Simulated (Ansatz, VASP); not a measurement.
# In in VASP and in Ansatz

```
In
1.0
     1.70303    0.98324    8.20746
    -1.70303    0.98324    8.20746
     0.00000   -1.96649    8.20746
In
3
Direct
  0.00000 0.00000 0.00000
  0.77801 0.77801 0.77801
  0.22199 0.22199 0.22199
```

Change from the starting cell: equal xx and yy strain of +2 %, crystal datasets.

Alike in both runs: task electric field gradients; functional PBEsol; k mesh 14 × 14 × 14; occupations fermi-dirac, width 0.05 eV; no spin polarisation.

|  | VASP | Ansatz |
| --- | --- | --- |
| version | VASP 6.6.1 | Ansatz 0.2.0 |
| potentials or method | VASP PAW PBE potentials, release 64 (In_d), cutoff 520 eV | all-electron PAW with datasets made for the crystal, scalar-relativistic |

```csv
,VASP,Ansatz,Ansatz less VASP
pressure (GPa),-2.6,-2.5,+0.04
"traceless stress, the component that is largest in VASP (GPa)",0.27,0.26,-0.001
size of Vzz on the site where it differs most (V/Å²),10.4,10.7,+0.35
```

VASP's potentials were made for PBE, not for PBEsol. Ansatz ran all-electron here, and VASP with PAW potentials.
